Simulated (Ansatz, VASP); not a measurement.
**BP2: VASP beside Ansatz**

```xyz
3
Lattice="-1.5906 1.5906 3.9019 1.5906 -1.5906 3.9019 1.5906 1.5906 -3.9019" Properties=species:S:1:pos:R:3 pbc="T T T"
B     0.0000    0.0000    0.0000
P     0.0000    0.0000    5.1895
P     0.0000    0.0000    2.6142
```

Alike in both runs: task single point; functional PBE; k mesh 8 × 8 × 8; occupations gaussian, width 0.1 eV; no spin polarisation.

|  | VASP | Ansatz |
| --- | --- | --- |
| version | VASP 6.6.1 | Ansatz 0.2.0 |
| potentials or method | VASP PAW PBE potentials, release 64 (B, P), cutoff 520 eV | scalar-relativistic, plane waves, PAW |
| valence electrons in the cell | 13 | 13 |

```csv
,VASP,Ansatz,Ansatz less VASP
gap on the k mesh at the Fermi level (eV),none,none,-
pressure (GPa),-10.4,-10.3,+0.13
"traceless stress, the component that is largest in VASP (GPa)",-0.92,-0.89,+0.021
rms of the force components (eV/Å),0.159,0.161,+0.0014
```

Atom by atom the forces differ by 0.001 eV/Å (rms over components). A gap of «none» marks a metal or a gap that the smearing closes. With one functional, cell and mesh, what is left measures potentials, basis and numerics.
